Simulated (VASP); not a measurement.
A run of VASP 6.6.1 is set up as follows.

INCAR

```
SYSTEM = PF2
PREC = Accurate ; ENCUT = 520
EDIFF = 1E-7 ; ISMEAR = 0
SIGMA = 0.1 ; LREAL = .False.
LASPH = .True. ; NELM = 150
ALGO = Normal ; ISIF = 2
LWAVE = .False. ; LCHARG = .False.
ISPIN = 2 ; MAGMOM = 0 1 1
LORBIT = 11 ; GGA = PE
IVDW = 12 ; NBANDS = 20
```

The input KPOINTS:

```
regular mesh
0
Gamma
  6 6 8
  0 0 0
```

The input POSCAR:

```
PF2
1.0
    3.7852579528      0.0000000000      0.0000000000
   -1.8926289764      3.2781295470      0.0000000000
    0.0000000000      0.0000000000      2.7439753376
P F
1 2
Direct
    0.0000000000      0.0000000000      0.5000000000
    0.3333333333      0.6666666667      0.5000000000
    0.6666666667      0.3333333333      0.5000000000
```

Potentials or basis: VASP PAW PBE potentials, release 64 (P, F).

Launch:

```bash
$ cat potpaw_PBE.64/P/POTCAR potpaw_PBE.64/F/POTCAR > POTCAR
$ mpirun -np 1 vasp_std > vasp.out
```

Predict the net moment.

0.00 μB per cell.

What does it give for the pressure?

-0.3 GPa.
